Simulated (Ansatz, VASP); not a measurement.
One calculation of ZnSnP2, two programs

The input INCAR:

```
SYSTEM = ZnSnP2
  PREC = Accurate
  ENCUT = 500
  EDIFF = 1E-6
  ISMEAR = -1
  SIGMA = 0.02
  LREAL = .False.
  LASPH = .True.
  NELM = 120
  ALGO = Normal
  ISIF = 2
  LWAVE = .False.
  LCHARG = .True.
  GGA = PE
  LELF = .True.
  LVHAR = .True.
  NBANDS = 46
  GGA_COMPAT = .False.
```

Contents of KPOINTS:

```
regular mesh
0
Gamma
  6 6 6
  0 0 0
```

File POSCAR:

```
ZnSnP2
1.0
   -2.8252091623      2.8252091623      5.6635692240
    2.8252091623     -2.8252091623      5.6635692240
    2.8252091623      2.8252091623     -5.6635692240
Zn Sn P
2 2 4
Direct
    0.7500000000      0.2500000000      0.5000000000
    0.0000000000      0.0000000000      0.0000000000
    0.2500000000      0.7500000000      0.5000000000
    0.5000000000      0.5000000000      0.0000000000
    0.3750000000      0.3532625018      0.4782625018
    0.6467374982      0.1250000000      0.0217374982
    0.1032625018      0.6250000000      0.9782625018
    0.8750000000      0.8967374982      0.5217374982
```

Input for Ansatz:

```yaml
crystal:
  lattice:
    - [-2.8252091623, 2.8252091623, 5.663569224]
    - [2.8252091623, -2.8252091623, 5.663569224]
    - [2.8252091623, 2.8252091623, -5.663569224]
  atoms:
    - { symbol: Zn, position: [0.75, 0.25, 0.5] }
    - { symbol: Zn, position: [0.0, 0.0, 0.0] }
    - { symbol: Sn, position: [0.25, 0.75, 0.5] }
    - { symbol: Sn, position: [0.5, 0.5, 0.0] }
    - { symbol: P, position: [0.375, 0.3532625018, 0.4782625018] }
    - { symbol: P, position: [0.6467374982, 0.125, 0.0217374982] }
    - { symbol: P, position: [0.1032625018, 0.625, 0.9782625018] }
    - { symbol: P, position: [0.875, 0.8967374982, 0.5217374982] }
kpoints:
  mp_grid: { grid: [6, 6, 6] }
  band_path:
    path:
      - [[0.0, 0.0, 0.0], [5.662583836479e-18, -5.662583836479e-18, 0.5], [0.25, 0.25, 0.25], [-1.614918029611e-17, 0.5, 1.614918029611e-17], [0.0, 0.0, 0.0], [0.5, 0.5, -0.5], [0.3122100849612, 0.6877899150388, -0.3122100849612]]
      - [[-0.3122100849612, 0.3122100849612, 0.3122100849612], [0.0, 0.0, 0.0]]
      - [[5.662583836479e-18, -5.662583836479e-18, 0.5], [-0.1244201699223, 0.1244201699223, 0.5]]
      - [[0.5, 0.5, -0.1244201699223], [0.5, 0.5, -0.5]]
    npoints: 10
hamiltonian:
  xc: pbe
scf:
  occupations: { method: fermi_dirac, width: 0.02 }
  n_extra_bands: 6
output:
  forces: true
  stress: true
  eigenvalues: true
```

Alike in both runs: task single point; functional PBE; k mesh 6 × 6 × 6; occupations fermi-dirac, width 0.02 eV; no spin polarisation.

|  | VASP | Ansatz |
| --- | --- | --- |
| version | VASP 6.6.1 | Ansatz 0.2.0 |
| potentials or method | VASP PAW PBE potentials, release 64 (Zn, Sn_d, P) | plane waves, PAW |
| plane-wave cutoff (eV) | 500 | 420 |
| valence electrons in the cell | 72 | 72 |

|  | VASP | Ansatz | Ansatz less VASP |
| --- | --- | --- | --- |
| gap on the k mesh at the Fermi level (eV) | 0.84 | 0.83 | -0.009 |
| pressure (GPa) | 2.0 | 2.0 | -0.01 |
| rms of the force components (eV/Å) | 0.026 | 0.036 | +0.0105 |

Atom by atom the forces differ by 0.011 eV/Å (rms over components). With one functional, cell and mesh, what is left measures potentials, basis and numerics.
